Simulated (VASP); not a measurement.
# Ge (Cmcm) in VASP: notebook

The runs below take Ge through single point, with PBE, PBEsol.

Program: VASP 6.6.1. These are calculated values, not measurements. Logs are shortened: lines on timing, memory, paths and dates and some standing lists are left out, and cuts for length are marked.

### 1 The cell of the first run

Symmetry: Cmcm, No. 63, orthorhombic system. The conventional cell has a = 3.044 Å, b = 5.308 Å, c = 4.835 Å, α = 90.00°, β = 90.00°, γ = 90.00°. Within 3.9 Å of Ge (site symmetry m2m) lie 12 Ge at 2.99 to 3.06 Å.

### 2 Single point, PBE

Contents of INCAR:

```
SYSTEM = Ge
PREC = Accurate
ENCUT = 520
EDIFF = 1E-6
ISMEAR = 0
SIGMA = 0.1
LREAL = .FALSE.
LASPH = .TRUE.
NELM = 60
ALGO = Normal
ISIF = 2
LWAVE = .FALSE.
LCHARG = .FALSE.
GGA = PE
NBANDS = 21
```

Contents of KPOINTS:

```
Automatic mesh
0
G
  6 6 4
  0 0 0
```

Contents of POSCAR:

```
Ge
1.0
    1.5219941054     -2.6538722013      0.0000000000
    1.5219941054      2.6538722013      0.0000000000
    0.0000000000      0.0000000000      4.8354280981
Ge
2
Direct
    0.6665533700      0.3334466300      0.2500000000
    0.3334466300      0.6665533700      0.7500000000
```

Potentials or basis: VASP PAW PBE potentials, release 64 (Ge_d).

The run is started by

```console
> cat potpaw_PBE.64/Ge_d/POTCAR > POTCAR
> mpirun -np 1 vasp_std > vasp.out
```

OUTCAR:

```text
SYSTEM = Ge
   PREC = Accurate
   ENCUT = 520
   EDIFF = 1E-6
   ISMEAR = 0
   LREAL = .FALSE.
   LASPH = .TRUE.
   NELM = 60
   ISIF = 2
   GGA = PE

 ion  position               nearest neighbor table
   1  0.667  0.333  0.250-
   2  0.333  0.667  0.750-

  LATTYP: Found a base centered orthorhombic cell.
 ALAT       =     3.0439882108
 B/A-ratio  =     1.7436809984
 C/A-ratio  =     1.5885173540

  Lattice vectors:

 A1 = (   1.5219941054,  -2.6538722013,   0.0000000000)
 A2 = (   1.5219941054,   2.6538722013,   0.0000000000)
 A3 = (   0.0000000000,   0.0000000000,   4.8354280981)

Analysis of symmetry for initial positions (statically):
=====================================================================
 Subroutine PRICEL returns:
 Original cell was already a primitive cell.

 Routine SETGRP: Setting up the symmetry group for a
 base centered orthorhombic supercell.

 Subroutine GETGRP returns: Found  8 space group operations
 (whereof  4 operations were pure point group operations)
 out of a pool of  8 trial point group operations.

The static configuration has the point symmetry C_2h.
 The point group associated with its full space group is D_2h.

Analysis of symmetry for dynamics (positions and initial velocities):
=====================================================================
 Subroutine PRICEL returns:
 Original cell was already a primitive cell.

 Routine SETGRP: Setting up the symmetry group for a
 base centered orthorhombic supercell.

 Subroutine GETGRP returns: Found  8 space group operations
 (whereof  4 operations were pure point group operations)
 out of a pool of  8 trial point group operations.

The dynamic configuration has the point symmetry C_2h.
 The point group associated with its full space group is D_2h.

 Subroutine INISYM returns: Found  8 space group operations
 (whereof  4 operations are pure point group operations),
 and found     1 'primitive' translations

----------------------------------------------------------------------------------------

                                     Primitive cell

  volume of cell :      39.0623

  direct lattice vectors                    reciprocal lattice vectors
     1.521994105 -2.653872201  0.000000000     0.328516384 -0.188403948  0.000000000
     1.521994105  2.653872201  0.000000000     0.328516384  0.188403948  0.000000000
     0.000000000  0.000000000  4.835428098     0.000000000  0.000000000  0.206806922

  length of vectors
     3.059330600  3.059330600  4.835428098     0.378707093  0.378707093  0.206806922

  position of ions in fractional coordinates (direct lattice)
     0.666553370  0.333446630  0.250000000
     0.333446630  0.666553370  0.750000000

  ion indices of the primitive-cell ions
   primitive index   ion index
                 1           1
                 2           2

----------------------------------------------------------------------------------------

 KPOINTS: Automatic mesh

Automatic generation of k-mesh.
 Grid dimensions read from file:
 generate k-points for:    6    6    4

 Generating k-lattice:

  Cartesian coordinates                     Fractional coordinates (reciprocal lattice)
     0.054752731 -0.031400658  0.000000000     0.166666667  0.000000000  0.000000000
     0.054752731  0.031400658  0.000000000     0.000000000  0.166666667  0.000000000
     0.000000000  0.000000000  0.051701730     0.000000000  0.000000000  0.250000000

  Length of vectors
     0.063117849  0.063117849  0.051701730

  Shift w.r.t. Gamma in fractional coordinates (k-lattice)
     0.000000000  0.000000000  0.000000000

 Subroutine IBZKPT returns following result:
 ===========================================

 Found     39 irreducible k-points:

 Following reciprocal coordinates:
            Coordinates               Weight
  0.000000  0.000000  0.000000      1.000000
  0.166667  0.000000  0.000000      4.000000
  0.333333  0.000000  0.000000      4.000000
  0.500000  0.000000  0.000000      2.000000
  0.166667  0.166667  0.000000      2.000000
  0.333333  0.166667  0.000000      4.000000
[... 16 lines left out ...]
  0.333333  0.333333  0.250000      4.000000
  0.500000  0.333333  0.250000      8.000000
 [... further k-points ...]
   k-points           NKPTS =     39   k-points in BZ     NKDIM =     39   number of bands    NBANDS=     21
   number of dos      NEDOS =    301   number of ions     NIONS =      2
   total plane-waves  NPLWV =  20736
   dimension x,y,z NGX =    24 NGY =   24 NGZ =   36
   dimension x,y,z NGXF=    48 NGYF=   48 NGZF=   72
   ions per type =               2
   NGX,Y,Z   is equivalent  to a cutoff of  13.04, 13.04, 12.38 a.u.
   NGXF,Y,Z  is equivalent  to a cutoff of  26.08, 26.08, 24.75 a.u.
 SYSTEM =  Ge
   PREC   = accura    normal or accurate (medium, high low for compatibility)
   ISTART =      0    job   : 0-new  1-cont  2-samecut
   ICHARG =      2    charge: 1-file 2-atom 10-const
   ISPIN  =      1    spin polarized calculation?
   LNONCOLLINEAR =      F non collinear calculations
   LSORBIT =      F    spin-orbit coupling
   LASPH  =      T    aspherical Exc in radial PAW
   ENCUT  =  520.0 eV  38.22 Ry    6.18 a.u.   5.69  5.69  8.99*2*pi/ulx,y,z
   NELM   =     60;   NELMIN=  2; NELMDL= -5     # of ELM steps
   EDIFF  = 0.1E-05   stopping-criterion for ELM
   LREAL  =      F    real-space projection
   EDIFFG = 0.1E-04   stopping-criterion for IOM
   NSW    =      0    number of steps for IOM
   IBRION =     -1    ionic relax: 0-MD 1-quasi-New 2-CG
   NFREE  =      0    steps in history (QN), initial steepest desc. (CG)
   ISIF   =      2    stress and relaxation
   ISYM   =      2    0-nonsym 1-usesym 2-fastsym
   POTIM  = 0.5000    time-step for ionic-motion
   TEBEG  =    0.0;   TEEND  =   0.0 temperature during run
   PSTRESS=    0.0 pullay stress
   NELECT =      28.0000    total number of electrons
   NUPDOWN=      -1.0000    fix difference up-down
   EMIN   =  10.00;   EMAX   =-10.00  energy-range for DOS
   EFERMI =   0.00;   METHOD = LEGACY
   ISMEAR =     0;   SIGMA  =   0.10  broadening in eV -4-tet -1-fermi 0-gaus
   EFERMI_NEDOS =   21; number of points for ismear=-14 and -15
   IALGO  =     38    algorithm
   IMIX   =      4    mixing-type and parameters
     AMIX     =   0.40;   BMIX     =  1.00
     AMIX_MAG =   1.60;   BMIX_MAG =  1.00
  volume/ion in A,a.u.               =      19.53       131.80
  Fermi-wavevector in a.u.,A,eV,Ry     =   1.465126  2.768686 29.206174  2.146593
  Thomas-Fermi vector in A             =   2.581020
   LORBIT       =      0    0 simple, 1 ext, 2 COOP (PROOUT), +10 PAW based schemes
   GGA     = PE    functional components
   LHFCALC =     F    Hartree Fock is set to
   AEXX    =    0.0000 exact exchange contribution
   IVDW    =     0    specifies the selected vdW correction
   LEPSILON=     F    determine dielectric tensor
   LRPA    =     F    only Hartree local field effects (RPA)
 non-spin polarized calculation
 Gauss-broadening in eV      SIGMA  =   0.10
  energy-cutoff  :      520.00
  volume of cell :       39.06
 maximum number of plane-waves:      1085
   NGX = 11   NGY = 11   NGZ = 17

 number of electron      27.9999990 magnetization

 Free energy of the ion-electron system (eV)
  ---------------------------------------------------
  ext. energy  EPLUGINS =         0.00000000
  ---------------------------------------------------
  free energy    TOTEN  =        -8.32146580 eV

  energy without entropy =       -8.31341360  energy(sigma->0) =       -8.31743970

 E-fermi :   6.6447     XC(G=0): -11.1298

 val. band max:        6.3187759308   @ k =   0.3333   0.0000   0.2500
 cond. band min:       6.6746646365   @ k =  -0.3333   0.3333   0.2500
 fundamental gap:      0.3558887057
 Fermi energy:         6.6447256004

 k-point     1 :       0.0000    0.0000    0.0000
  band No.  band energies     occupation
      1     -18.3229      2.00000
      2     -18.3196      2.00000
      3     -18.3196      2.00000
      4     -18.3157      2.00000
      5     -18.3128      2.00000
      6     -18.3120      2.00000
[... 13 lines left out ...]
     20      18.9235      0.00000
     21      19.9685      0.00000

 k-point     2 :       0.1667    0.0000    0.0000
  band No.  band energies     occupation
      1     -18.3367      2.00000
      2     -18.3192      2.00000
      3     -18.3063      2.00000
      4     -18.3056      2.00000
      5     -18.3038      2.00000
      6     -18.3024      2.00000
[... 13 lines left out ...]
     20      19.3348      0.00000
     21      19.9755      0.00000

 k-point     3 :       0.3333    0.0000    0.0000
  band No.  band energies     occupation
      1     -18.3590      2.00000
      2     -18.3254      2.00000
      3     -18.3207      2.00000
      4     -18.3182      2.00000
      5     -18.2836      2.00000
      6     -18.2682      2.00000
[... 13 lines left out ...]
     20      17.6545      0.00000
     21      19.0161      0.00000

 k-point     4 :       0.5000    0.0000    0.0000
  band No.  band energies     occupation
      1     -18.3690      2.00000
      2     -18.3362      2.00000
      3     -18.3241      2.00000
      4     -18.3233      2.00000
      5     -18.2763      2.00000
      6     -18.2732      2.00000
[... 13 lines left out ...]
     20      17.1654      0.00000
     21      18.5418      0.00000

 k-point     5 :       0.1667    0.1667    0.0000
  band No.  band energies     occupation
      1     -18.3331      2.00000
      2     -18.3303      2.00000
      3     -18.3236      2.00000
      4     -18.3116      2.00000
      5     -18.2939      2.00000
      6     -18.2842      2.00000
[... 13 lines left out ...]
     20      17.4562      0.00000
     21      18.3167      0.00000
[... 382 lines left out ...]
     20      17.6995      0.00000
     21      18.2478      0.00000

 k-point    22 :      -0.1667    0.1667    0.2500
  band No.  band energies     occupation
      1     -18.3382      2.00000
      2     -18.3245      2.00000
      3     -18.3146      2.00000
      4     -18.3129      2.00000
      5     -18.3024      2.00000
      6     -18.3005      2.00000
[... 13 lines left out ...]
     20      18.1746      0.00000
     21      19.4261      0.00000

 k-point    23 :       0.3333    0.3333    0.2500
  band No.  band energies     occupation
      1     -18.3354      2.00000
      2     -18.3210      2.00000
      3     -18.3207      2.00000
      4     -18.2910      2.00000
      5     -18.2877      2.00000
      6     -18.2876      2.00000
[... 13 lines left out ...]
     20      20.4964      0.00000
     21      20.5456      0.00000

 k-point    24 :       0.5000    0.3333    0.2500
  band No.  band energies     occupation
      1     -18.3429      2.00000
      2     -18.3344      2.00000
      3     -18.3176      2.00000
      4     -18.3120      2.00000
      5     -18.2990      2.00000
      6     -18.2714      2.00000
[... 13 lines left out ...]
     20      17.3349      0.00000
     21      18.8338      0.00000

 [... further k-points ...]
[... 5 lines left out ...]
  --------------------------------------------------------------------------------------
  -------------------------------------------------------------------------------------
  Total       -0.7430062     -0.7353914      0.4570199      0.0000000      0.0000000      0.0000000
  in kB      -30.4751005    -30.1627692     18.7451027      0.0000000      0.0000000      0.0000000
  external PRESSURE =     -13.9642556 kB  Pullay stress =       0.0000000 kB

 VOLUME and BASIS-vectors are now :
 -----------------------------------------------------------------------------
  energy-cutoff  :      520.00
  volume of cell :       39.06
      direct lattice vectors                 reciprocal lattice vectors
     1.521994105 -2.653872201  0.000000000     0.328516384 -0.188403948  0.000000000
     1.521994105  2.653872201  0.000000000     0.328516384  0.188403948  0.000000000
     0.000000000  0.000000000  4.835428098     0.000000000  0.000000000  0.206806922

 POSITION                                       TOTAL-FORCE (eV/Angst)
 -----------------------------------------------------------------------------------
      1.52199     -0.88402      1.20886         0.000000      0.006229      0.000000
      1.52199      0.88402      3.62657         0.000000     -0.006229      0.000000
 -----------------------------------------------------------------------------------
    total drift:                                0.000000     -0.000000      0.000000

  FREE ENERGIE OF THE ION-ELECTRON SYSTEM (eV)
  ---------------------------------------------------
  free  energy   TOTEN  =        -8.3214657976 eV

  energy  without entropy=       -8.3134135966  energy(sigma->0) =       -8.31743970
```

It took 26 s on 1 thread of AMD EPYC 7R43 (Zen 3), shared host; peak memory 0.12 GiB.

What came out:

```yaml
Free_energy: -8.3215 eV
Pressure: -1.4 GPa
Largest_force: 0.006 eV/Å
Band_gap_on_the_k_mesh: zero (band 14 reaches 12.70 eV, above the bottom of band 15 at 4.17 eV)
```

Forces on the atoms (eV/Å):
```
Ge   0.000  0.006  0.000
Ge   0.000 -0.006  0.000
```

Caveat: the k points lie up to 0.40 Å⁻¹ apart.

### 3 Single point, PBEsol

This run uses another cell than the first one, of 19.90 Å³/atom, 1.019 times its volume.

Contents of INCAR:

```
PREC = Accurate
ENCUT = 520
EDIFF = 1E-7
ISMEAR = 0
SIGMA = 0.1
LREAL = False
LASPH = True
NELM = 60
ALGO = Normal
ISIF = 2
LWAVE = False
LCHARG = False
GGA = PS
NBANDS = 21
```

Contents of KPOINTS:

```
Automatic mesh
0
Gamma
  6 6 4
```

Contents of POSCAR:

```
Ge
1.0
    1.5314184576     -2.6703052652      0.0000000000
    1.5314184576      2.6703052652      0.0000000000
    0.0000000000      0.0000000000      4.8653695923
Ge
2
Direct
    0.6665533700      0.3334466300      0.2500000000
    0.3334466300      0.6665533700      0.7500000000
```

Potentials or basis: VASP PAW PBE potentials, release 64 (Ge_d).

The run is started by

```console
> cat potpaw_PBE.64/Ge_d/POTCAR > POTCAR
> mpirun -np 1 vasp_std > vasp.out
```

It took 27 s on 1 thread of AMD EPYC 7R43 (Zen 3), shared host; peak memory 0.12 GiB.

It converged, with:

```yaml
Free_energy: -9.2170 eV
Pressure: -5.6 GPa
Largest_force: 0.007 eV/Å
Band_gap_on_the_k_mesh: zero (band 14 reaches 12.24 eV, above the bottom of band 15 at 3.87 eV)
```

Forces on the atoms (eV/Å):
```
Ge   0.000  0.007  0.000
Ge   0.000 -0.007  0.000
```

Stress tensor (GPa, compression positive):
```
-7.08  0.00  0.00
 0.00 -7.00  0.00
 0.00  0.00 -2.78
```

Levels at points of the mesh, in eV from the Fermi level:
| k point | band 12 | band 13 | band 14 | band 15 | band 16 | band 17 |
| --- | --- | --- | --- | --- | --- | --- |
| (0.00, 0.00, 0.00) | -7.64 | -5.32 | 5.77 | 5.88 | 7.69 | 7.79 |
| (0.50, 0.00, 0.00) | -7.09 | -2.70 | -1.49 | -1.02 | 1.21 | 2.01 |
| (0.50, 0.50, 0.00) | -7.13 | -2.73 | -1.51 | -1.08 | 1.18 | 2.15 |
| (0.00, 0.00, 0.50) | -11.38 | 1.40 | 1.40 | 6.80 | 6.80 | 6.89 |
| (0.50, 0.00, 0.50) | -7.19 | -4.78 | -4.78 | 3.54 | 3.54 | 4.33 |
| (0.50, 0.50, 0.50) | -7.26 | -4.80 | -4.80 | 3.68 | 3.68 | 4.35 |

Caveat: the k points lie up to 0.39 Å⁻¹ apart; the PAW data sets were made with another functional, which shifts forces and pressure a little.
